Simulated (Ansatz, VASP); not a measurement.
## Two plane-wave programs on Si4C5

```
C Si
1.0
     3.09201    0.00000    0.00000
    -1.54601    2.67776    0.00000
     0.00000    0.00000   25.23371
C Si
5 4
Cartesian
  0.0000 1.7852 4.0000
  1.5460 0.8926 6.5369
  0.0000 1.7852 9.1041
  1.5460 0.8926 11.6669
  0.5153 1.4876 14.2637
  1.5460 0.8926 4.6298
  0.0000 1.7852 7.1667
  1.5460 0.8926 9.6970
  0.0000 1.7852 12.2337
```

Alike in both runs: task single point; functional PBE; k mesh 9 × 9 × 1; occupations gaussian, width 0.05 eV; collinear spin.

```csv
,VASP,Ansatz
version,VASP 6.6.1,Ansatz 0.2.0
potentials or method,"VASP PAW PBE potentials, release 64 (C, Si), cutoff 520 eV","scalar-relativistic, plane waves, PAW"
valence electrons in the cell,36,36
```

```csv
,VASP,Ansatz,Ansatz less VASP
gap on the k mesh at the Fermi level (eV),none,none,-
rms of the force components (eV/Å),0.919,0.969,+0.0498
net moment per atom (μB),0.08,0.06,-0.017
size of the moment on the site where the two differ most (μB),0.00,0.42,+0.414
"work function, face that differs most (eV)",6.53,5.61,-0.918
```

Site moments also hang on the region over which each program counts them. A gap of «none» marks a metal or a gap that the smearing closes. Ansatz's warnings: vacuum below fermi.
